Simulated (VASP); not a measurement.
# CsH (Fm-3m) in VASP: further runs

CsH is run at these levels: r2SCAN; tasks: single point.

All numbers are computed with VASP 6.6.1; they aren't measurements. Logs are shortened: lines on timing, memory, paths and dates and some standing lists are left out, and cuts for length are marked.

### Step 1. The cell of the first run

Symmetry: Fm-3m, No. 225, cubic system. Conventional cell: a = 6.312 Å, b = 6.312 Å, c = 6.312 Å, α = 90.00°, β = 90.00°, γ = 90.00°. Cs (site symmetry m-3m) has 6 H at 3.16 Å within 4.2 Å. H (site symmetry m-3m) has 6 Cs at 3.16 Å within 4.2 Å.

### Step 2. Single point, r2SCAN (volume scaled by 0.97)

The input, POSCAR:

```
CsH
1.0
    0.0000000000      3.1557957780      3.1557957780
    3.1557957780      0.0000000000      3.1557957780
    3.1557957780      3.1557957780      0.0000000000
Cs H
1 1
Direct
    0.0000000000      0.0000000000      0.0000000000
    0.5000000000      0.5000000000      0.5000000000
```

The input, INCAR.step1:

```
SYSTEM = CsH
PREC = Accurate
ENCUT = 520
ISMEAR = 0
SIGMA = 0.02
LREAL = .False.
LASPH = .True.
NELM = 60
NBANDS = 12
GGA = PE
ALGO = Normal
EDIFF = 1E-4
LWAVE = .True.
LCHARG = .False.
```

The input, INCAR.step2:

```
SYSTEM = CsH
PREC = Accurate
ENCUT = 520
EDIFF = 1E-6
ISMEAR = 0
SIGMA = 0.02
LREAL = .False.
LASPH = .True.
NELM = 60
ALGO = Normal
ISIF = 2
LWAVE = .False.
LCHARG = .False.
METAGGA = R2SCAN
LMIXTAU = .True.
NBANDS = 12
ISTART = 1
```

The input, KPOINTS:

```
Automatic mesh
0
Gamma
  6 6 6
  0 0 0
```

Potentials or basis: VASP PAW PBE potentials, release 64 (Cs_sv, H).

On the command line:

```sh
cat potpaw_PBE.64/Cs_sv/POTCAR potpaw_PBE.64/H/POTCAR > POTCAR
cp INCAR.step1 INCAR
mpirun -np 1 vasp_std > vasp.out
cp INCAR.step2 INCAR
mpirun -np 1 vasp_std > vasp.out
```

OUTCAR:

```text
SYSTEM = CsH
   PREC = Accurate
   ENCUT = 520
   EDIFF = 1E-6
   ISMEAR = 0
   LREAL = .False.
   LASPH = .True.
   NELM = 60
   ISIF = 2
   METAGGA = R2SCAN
   ISTART = 1

 ion  position               nearest neighbor table
   1  0.000  0.000  0.000-
   2  0.500  0.500  0.500-

  LATTYP: Found a face centered cubic cell.
 ALAT       =     6.3115915560

  Lattice vectors:

 A1 = (   0.0000000000,   3.1557957780,   3.1557957780)
 A2 = (   3.1557957780,   0.0000000000,   3.1557957780)
 A3 = (   3.1557957780,   3.1557957780,   0.0000000000)

Analysis of symmetry for initial positions (statically):
=====================================================================
 Subroutine PRICEL returns:
 Original cell was already a primitive cell.

 Routine SETGRP: Setting up the symmetry group for a
 face centered cubic supercell.

 Subroutine GETGRP returns: Found 48 space group operations
 (whereof 48 operations were pure point group operations)
 out of a pool of 48 trial point group operations.

The static configuration has the point symmetry O_h .

Analysis of symmetry for dynamics (positions and initial velocities):
=====================================================================
 Subroutine PRICEL returns:
 Original cell was already a primitive cell.

 Routine SETGRP: Setting up the symmetry group for a
 face centered cubic supercell.

 Subroutine GETGRP returns: Found 48 space group operations
 (whereof 48 operations were pure point group operations)
 out of a pool of 48 trial point group operations.

The dynamic configuration has the point symmetry O_h .

 Subroutine INISYM returns: Found 48 space group operations
 (whereof 48 operations are pure point group operations),
 and found     1 'primitive' translations

----------------------------------------------------------------------------------------

                                     Primitive cell

  volume of cell :      62.8574

  direct lattice vectors                    reciprocal lattice vectors
     0.000000000  3.155795778  3.155795778    -0.158438643  0.158438643  0.158438643
     3.155795778  0.000000000  3.155795778     0.158438643 -0.158438643  0.158438643
     3.155795778  3.155795778  0.000000000     0.158438643  0.158438643 -0.158438643

  length of vectors
     4.462969189  4.462969189  4.462969189     0.274423779  0.274423779  0.274423779

  position of ions in fractional coordinates (direct lattice)
     0.000000000  0.000000000  0.000000000
     0.500000000  0.500000000  0.500000000

  ion indices of the primitive-cell ions
   primitive index   ion index
                 1           1
                 2           2

----------------------------------------------------------------------------------------

 KPOINTS: Automatic mesh

Automatic generation of k-mesh.
 Grid dimensions read from file:
 generate k-points for:    6    6    6

 Generating k-lattice:

  Cartesian coordinates                     Fractional coordinates (reciprocal lattice)
    -0.026406440  0.026406440  0.026406440     0.166666667  0.000000000  0.000000000
     0.026406440 -0.026406440  0.026406440     0.000000000  0.166666667  0.000000000
     0.026406440  0.026406440 -0.026406440     0.000000000  0.000000000  0.166666667

  Length of vectors
     0.045737297  0.045737297  0.045737297

  Shift w.r.t. Gamma in fractional coordinates (k-lattice)
     0.000000000  0.000000000  0.000000000

 Subroutine IBZKPT returns following result:
 ===========================================

 Found     16 irreducible k-points:

 Following reciprocal coordinates:
            Coordinates               Weight
  0.000000  0.000000  0.000000      1.000000
  0.166667  0.000000  0.000000      8.000000
  0.333333  0.000000  0.000000      8.000000
  0.500000  0.000000  0.000000      4.000000
  0.166667  0.166667  0.000000      6.000000
  0.333333  0.166667  0.000000     24.000000
[... 8 lines left out ...]
 -0.333333  0.333333  0.166667     24.000000
 -0.333333  0.500000  0.166667     12.000000
   k-points           NKPTS =     16   k-points in BZ     NKDIM =     16   number of bands    NBANDS=     12
   number of dos      NEDOS =    301   number of ions     NIONS =      2
   total plane-waves  NPLWV =  46656
   dimension x,y,z NGX =    36 NGY =   36 NGZ =   36
   dimension x,y,z NGXF=    72 NGYF=   72 NGZF=   72
   ions per type =               1   1
   NGX,Y,Z   is equivalent  to a cutoff of  13.41, 13.41, 13.41 a.u.
   NGXF,Y,Z  is equivalent  to a cutoff of  26.82, 26.82, 26.82 a.u.
 SYSTEM =  CsH
   PREC   = accura    normal or accurate (medium, high low for compatibility)
   ISTART =      1    job   : 0-new  1-cont  2-samecut
   ICHARG =      0    charge: 1-file 2-atom 10-const
   ISPIN  =      1    spin polarized calculation?
   LNONCOLLINEAR =      F non collinear calculations
   LSORBIT =      F    spin-orbit coupling
   LASPH  =      T    aspherical Exc in radial PAW
   ENCUT  =  520.0 eV  38.22 Ry    6.18 a.u.   8.30  8.30  8.30*2*pi/ulx,y,z
   NELM   =     60;   NELMIN=  2; NELMDL=  0     # of ELM steps
   EDIFF  = 0.1E-05   stopping-criterion for ELM
   LREAL  =      F    real-space projection
   EDIFFG = 0.1E-04   stopping-criterion for IOM
   NSW    =      0    number of steps for IOM
   IBRION =     -1    ionic relax: 0-MD 1-quasi-New 2-CG
   NFREE  =      0    steps in history (QN), initial steepest desc. (CG)
   ISIF   =      2    stress and relaxation
   ISYM   =      2    0-nonsym 1-usesym 2-fastsym
   POTIM  = 0.5000    time-step for ionic-motion
   TEBEG  =    0.0;   TEEND  =   0.0 temperature during run
   PSTRESS=    0.0 pullay stress
   NELECT =      10.0000    total number of electrons
   NUPDOWN=      -1.0000    fix difference up-down
   EMIN   =  10.00;   EMAX   =-10.00  energy-range for DOS
   EFERMI =   0.00;   METHOD = LEGACY
   ISMEAR =     0;   SIGMA  =   0.02  broadening in eV -4-tet -1-fermi 0-gaus
   EFERMI_NEDOS =   21; number of points for ismear=-14 and -15
   IALGO  =     38    algorithm
   IMIX   =      4    mixing-type and parameters
     AMIX     =   0.40;   BMIX     =  1.00
     AMIX_MAG =   1.60;   BMIX_MAG =  1.00
  volume/ion in A,a.u.               =      31.43       212.09
  Fermi-wavevector in a.u.,A,eV,Ry     =   0.887066  1.676312 10.706236  0.786886
  Thomas-Fermi vector in A             =   2.008315
   LORBIT       =      0    0 simple, 1 ext, 2 COOP (PROOUT), +10 PAW based schemes
   METAGGA = R2SCAN    functional components
   LHFCALC =     F    Hartree Fock is set to
   AEXX    =    0.0000 exact exchange contribution
   IVDW    =     0    specifies the selected vdW correction
   LEPSILON=     F    determine dielectric tensor
   LRPA    =     F    only Hartree local field effects (RPA)
 non-spin polarized calculation
 Gauss-broadening in eV      SIGMA  =   0.02
  energy-cutoff  :      520.00
  volume of cell :       62.86
 maximum number of plane-waves:      1711
 NGX is ok and might be reduce to    36
   NGX = 17   NGY = 17   NGZ = 17

 number of electron      10.0000000 magnetization

 Free energy of the ion-electron system (eV)
  ---------------------------------------------------
  ext. energy  EPLUGINS =         0.00000000
  ---------------------------------------------------
  free energy    TOTEN  =       -28.98595477 eV

  energy without entropy =      -28.98595477  energy(sigma->0) =      -28.98595477

 E-fermi :   0.1552     XC(G=0):  -7.6797

 val. band max:        0.0352893196   @ k =   0.5000   0.0000   0.0000
 cond. band min:       2.6618670424   @ k =   0.5000   0.0000   0.0000
 fundamental gap:      2.6265777228
 Fermi energy:         0.1552220914

 k-point     1 :       0.0000    0.0000    0.0000
  band No.  band energies     occupation
      1     -22.0521      2.00000
      2      -8.1046      2.00000
      3      -8.1046      2.00000
      4      -8.1046      2.00000
      5      -1.6775      2.00000
      6       5.7205      0.00000
      7       5.7205      0.00000
      8       5.7205      0.00000
      9       6.4834      0.00000
     10       7.6862      0.00000
     11       7.6862      0.00000
     12       9.3102      0.00000

 k-point     2 :       0.1667    0.0000    0.0000
  band No.  band energies     occupation
      1     -22.0295      2.00000
      2      -8.3616      2.00000
      3      -8.1301      2.00000
      4      -8.1301      2.00000
      5      -1.2647      2.00000
      6       4.8098      0.00000
      7       5.8809      0.00000
      8       5.8809      0.00000
      9       6.3043      0.00000
     10       7.2260      0.00000
     11       7.2260      0.00000
     12      10.5083      0.00000

 k-point     3 :       0.3333    0.0000    0.0000
  band No.  band energies     occupation
      1     -21.9836      2.00000
      2      -8.8148      2.00000
      3      -8.1801      2.00000
      4      -8.1801      2.00000
      5      -0.4366      2.00000
      6       3.3477      0.00000
      7       5.5347      0.00000
      8       5.5347      0.00000
      9       6.9416      0.00000
     10       7.9475      0.00000
     11       7.9475      0.00000
     12      12.4358      0.00000

 k-point     4 :       0.5000    0.0000    0.0000
  band No.  band energies     occupation
      1     -21.9603      2.00000
      2      -9.0189      2.00000
      3      -8.2045      2.00000
      4      -8.2045      2.00000
      5       0.0353      2.00000
      6       2.6619      0.00000
      7       5.2737      0.00000
      8       5.2737      0.00000
      9       7.9331      0.00000
     10       9.0088      0.00000
     11       9.0088      0.00000
     12      10.6283      0.00000

 k-point     5 :       0.1667    0.1667    0.0000
  band No.  band energies     occupation
      1     -22.0221      2.00000
      2      -8.3530      2.00000
      3      -8.1804      2.00000
      4      -8.1804      2.00000
      5      -1.2074      2.00000
      6       4.8515      0.00000
      7       5.3131      0.00000
      8       6.1245      0.00000
      9       6.1245      0.00000
     10       7.3969      0.00000
     11       7.9768      0.00000
     12      10.9564      0.00000
[... 108 lines left out ...]
      1     -21.9313      2.00000
      2      -8.8756      2.00000
      3      -8.3979      2.00000
      4      -8.3979      2.00000
      5      -1.2026      2.00000
      6       3.4741      0.00000
      7       6.2409      0.00000
      8       8.8118      0.00000
      9       9.1485      0.00000
     10       9.1485      0.00000
     11       9.1906      0.00000
     12       9.5213      0.00000

 k-point    14 :       0.5000    0.3333    0.1667
  band No.  band energies     occupation
      1     -21.9535      2.00000
      2      -8.7726      2.00000
      3      -8.4425      2.00000
      4      -8.2866      2.00000
      5      -0.6229      2.00000
      6       4.2329      0.00000
      7       4.2813      0.00000
      8       6.3589      0.00000
      9       7.5490      0.00000
     10       8.5666      0.00000
     11       9.6091      0.00000
     12      10.9123      0.00000

 k-point    15 :      -0.3333    0.3333    0.1667
  band No.  band energies     occupation
      1     -21.9382      2.00000
      2      -8.7887      2.00000
      3      -8.5422      2.00000
      4      -8.3398      2.00000
      5      -0.5745      2.00000
      6       3.9494      0.00000
      7       4.7931      0.00000
      8       6.1699      0.00000
      9       8.2467      0.00000
     10       8.4461      0.00000
     11       9.9496      0.00000
     12      10.2331      0.00000

 k-point    16 :      -0.3333    0.5000    0.1667
  band No.  band energies     occupation
      1     -21.9309      2.00000
      2      -8.7636      2.00000
      3      -8.5252      2.00000
      4      -8.4369      2.00000
      5      -0.8731      2.00000
      6       4.0134      0.00000
      7       5.3146      0.00000
      8       6.3145      0.00000
      9       9.0669      0.00000
     10       9.5049      0.00000
     11       9.5317      0.00000
     12       9.8805      0.00000

------------------------ aborting loop because EDIFF is reached ----------------------------------------

  FORCE on cell =-STRESS in cart. coord.  units (eV):
  Direction    XX          YY          ZZ          XY          YZ          ZX
  --------------------------------------------------------------------------------------
  -------------------------------------------------------------------------------------
  Total        0.1442771      0.1442771      0.1442771      0.0000000      0.0000000      0.0000000
  in kB        3.6774892      3.6774892      3.6774892      0.0000000      0.0000000      0.0000000
  external PRESSURE =       3.6774892 kB  Pullay stress =       0.0000000 kB

 VOLUME and BASIS-vectors are now :
 -----------------------------------------------------------------------------
  energy-cutoff  :      520.00
  volume of cell :       62.86
      direct lattice vectors                 reciprocal lattice vectors
     0.000000000  3.155795778  3.155795778    -0.158438643  0.158438643  0.158438643
     3.155795778  0.000000000  3.155795778     0.158438643 -0.158438643  0.158438643
     3.155795778  3.155795778  0.000000000     0.158438643  0.158438643 -0.158438643

 POSITION                                       TOTAL-FORCE (eV/Angst)
 -----------------------------------------------------------------------------------
      0.00000      0.00000      0.00000        -0.000000     -0.000000     -0.000000
      3.15580      3.15580      3.15580         0.000000      0.000000      0.000000
 -----------------------------------------------------------------------------------
    total drift:                               -0.000000      0.000000      0.000000

  FREE ENERGIE OF THE ION-ELECTRON SYSTEM (eV)
  ---------------------------------------------------
  free  energy   TOTEN  =       -28.9859547728 eV

  energy  without entropy=      -28.9859547728  energy(sigma->0) =      -28.98595477
```

Run time: 58 s. Hardware: 1 thread of AMD EPYC 7R13 (Zen 3), shared host; peak memory 0.18 GiB.

Results:

```
Free energy            : -28.9860 eV
Pressure               : 0.4 GPa
Band gap on the k mesh : 2.63 eV, direct
```

Levels at points of the mesh, in eV from the valence-band top:
```
           k point  band 1  band 2  band 3  band 4  band 5  band 6  band 7  band 8  band 9  band 10
(0.00, 0.00, 0.00)  -22.09   -8.14   -8.14   -8.14   -1.71    5.69    5.69    5.69    6.45     7.65
(0.50, 0.00, 0.00)  -22.00   -9.05   -8.24   -8.24    0.00    2.63    5.24    5.24    7.90     8.97
(0.50, 0.50, 0.00)  -21.97   -8.91   -8.43   -8.43   -1.24    3.44    6.21    8.78    9.11     9.11
```

Caveat: the PAW data sets were made with another functional, which shifts forces and pressure a little; spin-orbit coupling is left out, which moves the levels of the heavy elements. A k mesh can miss the band edges.

### Step 3. Single point, r2SCAN (volume scaled by 1.03)

The input, POSCAR:

```
CsH
1.0
    0.0000000000      3.2195664094      3.2195664094
    3.2195664094      0.0000000000      3.2195664094
    3.2195664094      3.2195664094      0.0000000000
Cs H
1 1
Direct
    0.0000000000      0.0000000000      0.0000000000
    0.5000000000      0.5000000000      0.5000000000
```

The input, INCAR.step1:

```
PREC = Accurate
ENCUT = 520
ISMEAR = 0
SIGMA = 0.02
LREAL = F
LASPH = T
NELM = 100
NBANDS = 12
GGA = PE
ALGO = Normal
EDIFF = 1E-4
LWAVE = T
LCHARG = F
```

The input, INCAR.step2:

```
PREC = Accurate
ENCUT = 520
EDIFF = 1E-6
ISMEAR = 0
SIGMA = 0.02
LREAL = F
LASPH = T
NELM = 100
ALGO = Normal
ISIF = 2
LWAVE = F
LCHARG = T
METAGGA = R2SCAN
LMIXTAU = T
LELF = T
LVHAR = T
NBANDS = 12
ISTART = 1
```

The input, KPOINTS:

```
Automatic mesh
0
Gamma
  6 6 6
```

Potentials or basis: VASP PAW PBE potentials, release 64 (Cs_sv, H).

On the command line:

```sh
cat potpaw_PBE.64/Cs_sv/POTCAR potpaw_PBE.64/H/POTCAR > POTCAR
cp INCAR.step1 INCAR
mpirun -np 1 vasp_std > vasp.out
cp INCAR.step2 INCAR
mpirun -np 1 vasp_std > vasp.out
```

OUTCAR:

```text
PREC = Accurate
   ENCUT = 520
   EDIFF = 1E-6
   ISMEAR = 0
   LREAL = F
   LASPH = T
   NELM = 100
   ISIF = 2
   METAGGA = R2SCAN
   ISTART = 1

 ion  position               nearest neighbor table
   1  0.000  0.000  0.000-
   2  0.500  0.500  0.500-

  LATTYP: Found a face centered cubic cell.
 ALAT       =     6.4391328188

  Lattice vectors:

[... 413 lines left out ...]
     10       8.9512      0.00000
     11       9.0151      0.00000
     12       9.3103      0.00000

------------------------ aborting loop because EDIFF is reached ----------------------------------------

  FORCE on cell =-STRESS in cart. coord.  units (eV):
  Direction    XX          YY          ZZ          XY          YZ          ZX
  --------------------------------------------------------------------------------------
  -------------------------------------------------------------------------------------
  Total       -0.0969803     -0.0969803     -0.0969803      0.0000000      0.0000000      0.0000000
  in kB       -2.3279414     -2.3279414     -2.3279414      0.0000000      0.0000000      0.0000000
  external PRESSURE =      -2.3279414 kB  Pullay stress =       0.0000000 kB

 VOLUME and BASIS-vectors are now :
 -----------------------------------------------------------------------------
  energy-cutoff  :      520.00
  volume of cell :       66.75
      direct lattice vectors                 reciprocal lattice vectors
     0.000000000  3.219566409  3.219566409    -0.155300415  0.155300415  0.155300415
     3.219566409  0.000000000  3.219566409     0.155300415 -0.155300415  0.155300415
     3.219566409  3.219566409  0.000000000     0.155300415  0.155300415 -0.155300415

 POSITION                                       TOTAL-FORCE (eV/Angst)
 -----------------------------------------------------------------------------------
      0.00000      0.00000      0.00000         0.000000      0.000000      0.000000
      3.21957      3.21957      3.21957        -0.000000     -0.000000     -0.000000
 -----------------------------------------------------------------------------------
    total drift:                               -0.000000      0.000000      0.000000

  FREE ENERGIE OF THE ION-ELECTRON SYSTEM (eV)
  ---------------------------------------------------
  free  energy   TOTEN  =       -28.9879391308 eV

  energy  without entropy=      -28.9879391308  energy(sigma->0) =      -28.98793913
```

Wall time 63 s (1 thread of AMD EPYC 7R13 (Zen 3), shared host); peak memory 0.18 GiB.

What came out:

| Item | Value |
| --- | --- |
| Free energy | -28.9879 eV |
| Pressure | -0.2 GPa |
| Band gap on the k mesh | 2.70 eV, direct |

Caveat: the PAW data sets were made with another functional, which shifts forces and pressure a little; spin-orbit coupling is left out, which moves the levels of the heavy elements. A k mesh can miss the band edges.
